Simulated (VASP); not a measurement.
A run of VASP 6.6.1:

Contents of INCAR:

```
ALGO = Normal ; EDIFF = 1E-6
ENCUT = 520 ; GGA = PE
ISIF = 2 ; ISMEAR = 0
ISYM = 0 ; LASPH = True
LCHARG = True ; LELF = True
LREAL = Auto ; LVHAR = True
LWAVE = False ; NBANDS = 105
NELM = 100 ; PREC = Accurate
SIGMA = 0.1
```

KPOINTS

```
k-points
0
Gamma
  3 3 2
```

POSCAR

```
ZrZn6In3N5O5
1.0
    0.0220803710     -0.0124591676      5.4313837115
   -0.0080375691      5.9365597487     -0.0132706053
   -8.6652939975     -2.9567113663     -0.0274181434
N O Zn Zr In
5 5 6 1 3
Direct
    0.3719179950      0.5365613371      0.3916565120
    0.3708628386      0.9404875998      0.2035009088
    0.8716403452      0.2680672250      0.1961457107
    0.8703672606      0.8703353719      0.3991466188
    0.9054820949      0.0579490492      0.7990410980
    0.3786088267      0.7214300003      0.8003203744
    0.3801996721      0.1325153226      0.6011347710
    0.3687604958      0.3310163562      0.9996776656
    0.8935381474      0.4572565165      0.6101892813
    0.8929202249      0.6532269818      0.9921982441
    0.9857980376      0.7331381542      0.8017379955
    0.9983721076      0.5354671648      0.3679599607
    0.9731210372      0.1121538542      0.5999302691
    0.9833274553      0.3099476337      0.0045138414
    0.9970381838      0.9674862771      0.2142040607
    0.5123467928      0.2635457649      0.2101634460
    0.4954926708      0.8686780339      0.3965996543
    0.5105729274      0.4720550194      0.5871506143
    0.5186773069      0.0708748155      0.8113753546
    0.5082175608      0.6721565599      0.0144915015
```

Potentials or basis: VASP PAW PBE potentials, release 64 (N, O, Zn, Zr_sv, In_d).

Launch:

```bash
$ cat potpaw_PBE.64/N/POTCAR potpaw_PBE.64/O/POTCAR potpaw_PBE.64/Zn/POTCAR potpaw_PBE.64/Zr_sv/POTCAR potpaw_PBE.64/In_d/POTCAR > POTCAR
$ mpirun -np 1 vasp_std > vasp.out
```

Hardware: 1 thread of Intel(R) Xeon(R) 6975P-C (Granite Rapids), on a shared host.

Estimate the wall time of this run.

It took 5.3 min on 1 thread of Intel(R) Xeon(R) 6975P-C (Granite Rapids), with other jobs on the host, peak memory 0.47 GiB. Counts: scf iterations 18, k points 10.
